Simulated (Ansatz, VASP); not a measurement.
## Ta in VASP and in Ansatz

File INCAR:

```
SYSTEM = Ta
PREC = Accurate
ENCUT = 520
EDIFF = 1E-7
ISMEAR = -1
SIGMA = 0.05
LREAL = .FALSE.
LASPH = .TRUE.
NELM = 100
ALGO = Normal
ISIF = 2
LWAVE = .FALSE.
LCHARG = .TRUE.
GGA = PS
LELF = .TRUE.
LVHAR = .TRUE.
NBANDS = 12
```

The input KPOINTS:

```
Automatic mesh
0
G
  15 15 15
  0 0 0
```

File POSCAR:

```
Ta
1.0
   -1.6289626696      1.6289626696      1.6289626696
    1.6289626696     -1.6289626696      1.6289626696
    1.6289626696      1.6289626696     -1.6289626696
Ta
1
Direct
    0.0000000000      0.0000000000      0.0000000000
```

Input for Ansatz:

```yaml
crystal:
  lattice:
    - [-1.6289626696, 1.6289626696, 1.6289626696]
    - [1.6289626696, -1.6289626696, 1.6289626696]
    - [1.6289626696, 1.6289626696, -1.6289626696]
  atoms:
    - { symbol: Ta, position: [0.0, 0.0, 0.0] }
kpoints:
  mp_grid: { grid: [15, 15, 15] }
  band_path:
    path:
      - [0.0, 0.0, 0.0]
      - [0.5, -0.5, 0.5]
      - [0.0, 0.0, 0.5]
      - [0.0, 0.0, 0.0]
      - [0.25, 0.25, 0.25]
      - [0.5, -0.5, 0.5]
      - [0.25, 0.25, 0.25]
      - [0.0, 0.0, 0.5]
    npoints: 5
scf:
  occupations: { method: fermi_dirac, width: 0.05 }
hamiltonian:
  xc: pbesol
  pseudopotentials: { kind: all_electron, lapw: { basis_error: 0.00025 } }
output:
  forces: true
  stress: true
  eigenvalues: true
```

Change from the starting cell: volume scaled by 0.96.

Alike in both runs: task single point; functional PBEsol; k mesh 15 × 15 × 15; occupations fermi-dirac, width 0.05 eV; no spin polarisation.

|  | VASP | Ansatz |
| --- | --- | --- |
| version | VASP 6.6.1 | Ansatz 0.2.0 |
| potentials or method | VASP PAW PBE potentials, release 64 (Ta_pv), cutoff 520 eV | all-electron LAPW, scalar-relativistic |

VASP gave:

```
pressure (GPa) : 4.7
```

Problem. Which values does Ansatz return?

Solution. Pressure (GPa): 4.3.

VASP's potentials were made for PBE, not for PBEsol. Ansatz ran all-electron here, and VASP with PAW potentials.

Neither program's run includes spin-orbit coupling.
